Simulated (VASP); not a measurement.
Here is a VASP 6.6.1 calculation.

File INCAR:

```
SYSTEM = Al
ALGO = Normal ; EDIFF = 1E-6
EDIFFG = -0.005 ; ENCUT = 600
GGA = PE ; IBRION = 2
ISIF = 3 ; ISMEAR = -1
LASPH = .TRUE. ; LCHARG = .FALSE.
LREAL = .FALSE. ; LWAVE = .FALSE.
NELM = 60 ; NSW = 100
PREC = Accurate ; SIGMA = 0.05
```

The input KPOINTS:

```
k-points
0
G
  19 19 19
  0 0 0
```

POSCAR

```
Al
1.0
   -1.5272440488      1.5272440488      1.5272440488
    1.5272440488     -1.5272440488      1.5272440488
    1.5272440488      1.5272440488     -1.5272440488
Al
1
Direct
    0.0000000000      0.0000000000      0.0000000000
```

Potentials or basis: VASP PAW PBE potentials, release 64 (Al).

The run is started by

```console
$ cat potpaw_PBE.64/Al/POTCAR > POTCAR
$ mpirun -np 1 vasp_std > vasp.out
```

Estimate the relaxed cell.

a = 2.802 Å, b = 2.802 Å, c = 2.802 Å, α = 109.47°, β = 109.47°, γ = 109.47°.

Predict the relaxed volume.

16.93 Å³/atom.

Estimate the space group after relaxing (to 0.05 Å).

Im-3m (No. 229).

The path:
| step | energy change (eV) | largest force (eV/Å) | pressure (GPa) | volume (Å³) |
| --- | --- | --- | --- | --- |
| 1 | 0.0000 | 0.0000 | 17.27 | 14.25 |
| 2 | -0.1184 | 0.0000 | -2.67 | 17.66 |
| 3 | -0.1246 | 0.0000 | 0.11 | 16.91 |
| 4 | -0.1246 | 0.0000 | -0.12 | 16.96 |
| 5 | -0.1246 | 0.0000 | -0.01 | 16.93 |

Caveat: the volume moved by over 15 % at a fixed basis, so the end points are rough.
